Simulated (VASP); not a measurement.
Here is a VASP 6.6.1 calculation.

Contents of INCAR:

```
PREC     = Accurate       # precision mode
ENCUT    = 520            # plane-wave cutoff, eV
EDIFF    = 1E-8           # SCF threshold, eV
ISMEAR   = -1             # smearing method
SIGMA    = 0.05           # smearing width, eV
LREAL    = False          # projectors in reciprocal space
LASPH    = True           # aspherical terms in the spheres
NELM     = 100            # most SCF steps
ALGO     = Normal         # electronic algorithm
ISIF     = 2              # what is computed and relaxed
LWAVE    = False          # write WAVECAR
LCHARG   = False          # write CHGCAR
GGA      = PE             # functional
LEFG     = True         
NBANDS   = 16             # bands
```

Contents of KPOINTS:

```
regular mesh
0
Gamma
  10 10 10
```

The input POSCAR:

```
GaP
1.0
    0.0000000000      2.8070075000      2.7252500000
    2.8070075000      0.0000000000      2.7252500000
    2.8070075000      2.8070075000      0.0000000000
Ga P
1 1
Direct
    0.0000000000      0.0000000000      0.0000000000
    0.7500000000      0.7500000000      0.7500000000
```

Potentials or basis: VASP PAW PBE potentials, release 64 (Ga_d, P).

The run is started by

```console
$ cat potpaw_PBE.64/Ga_d/POTCAR potpaw_PBE.64/P/POTCAR > POTCAR
$ mpirun -np 1 vasp_std > vasp.out
```

What does it give for the pressure?

-2.1 GPa.

What does it give for the band gap on the k mesh?

1.24 eV, direct.

Stress tensor (GPa, compression positive):
```
-2.75  0.00  0.00
 0.00 -2.75  0.00
 0.00  0.00 -0.72
```

Caveat: the cell differs from its parent crystal (equal xx and yy strain of +3 %); without QUAD_EFG the Cq values of the log hold for a quadrupole moment of 1 mb, not for the nuclei. A k mesh can miss the band edges.
